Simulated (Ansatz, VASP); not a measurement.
## TiCo3: VASP beside Ansatz

```
Ti Co
1.0
     3.61400    0.00000    0.00000
     0.00000    3.61400    0.00000
     0.00000    0.00000    3.61400
Ti Co
1 3
Direct
  0.00000 0.00000 0.00000
  0.00000 0.50000 0.50000
  0.50000 0.00000 0.50000
  0.50000 0.50000 0.00000
```

Alike in both runs: task single point; functional PBEsol; k mesh 14 × 14 × 14; occupations gaussian, width 0.1 eV; collinear spin.

|  | VASP | Ansatz |
| --- | --- | --- |
| version | VASP 6.6.1 | Ansatz 0.2.0 |
| potentials or method | VASP PAW PBE potentials, release 64 (Ti_sv, Co), cutoff 520 eV | scalar-relativistic, plane waves, PAW |
| valence electrons in the cell | 39 | 63 |

Ansatz gave:

```
gap on the k mesh at the Fermi level (eV)                     : none
pressure (GPa)                                                : -10.1
net moment per atom (μB)                                      : 0.68
size of the moment on the site where the two differ most (μB) : 1.11
```

Question: Which values does VASP return?

Answer: gap on the k mesh at the Fermi level (eV): none; pressure (GPa): -15.5; net moment per atom (μB): 0.00; size of the moment on the site where the two differ most (μB): 0.00.

The net moments are unlike, so the other rows may belong to different states. VASP's potentials were made for PBE, not for PBEsol. Site moments also hang on the region over which each program counts them. A gap of «none» marks a metal or a gap that the smearing closes. VASP's potentials hold 39 valence electrons a cell and Ansatz's 63, so a difference there can come from the potentials and not from the codes.
